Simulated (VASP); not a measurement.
**GaN: single point with LDA**

The system is GaN.

```
Ga N
1.0
     2.21657    2.21657    0.00000
    -2.21657    2.21657    0.00000
     0.00000    2.21657    2.23964
Ga N
1 1
Cartesian
  0.0000 0.0000 0.0000
  -1.1083 3.3248 1.1198
```

This cell differs from its parent crystal: film at in-plane strain -0.005.

| Quantity | Value |
| --- | --- |
| Program | VASP 6.6.1 |
| Task | single point |
| Functional | LDA |
| Potentials or basis | VASP PAW LDA potentials, release 64 (Ga_d, N) |
| Cutoff | 520 eV |
| k mesh | 10 × 10 × 10 |
| Occupations | gaussian, width 0.01 eV |
| Spin | no spin polarisation |

```json
{"Pressure": "2.1 GPa", "Band gap on the k mesh": "1.99 eV, direct"}
```

Stress tensor (GPa, compression positive):
```
2.53 0.00 0.00
0.00 2.53 0.00
0.00 0.00 1.17
```

Levels at points of the mesh, in eV from the valence-band top:
```tsv
k point	band 6	band 7	band 8	band 9	band 10	band 11	band 12	band 13
(0.00, 0.00, 0.00)	-13.25	-0.05	0.00	0.00	1.99	10.33	10.33	10.36
(0.50, 0.00, 0.00)	-11.88	-7.40	-1.09	-1.01	4.79	8.78	10.31	10.47
(0.50, 0.50, 0.00)	-11.38	-6.35	-2.92	-2.92	3.22	6.64	11.82	14.01
(0.00, 0.00, 0.50)	-11.44	-6.46	-2.84	-2.84	3.29	6.81	11.67	14.19
```

It took 47 s on 1 thread of Intel Xeon 8259CL, on a shared host, peak memory 0.15 GiB.

Caveat: the cell differs from its parent crystal (film at in-plane strain -0.005).
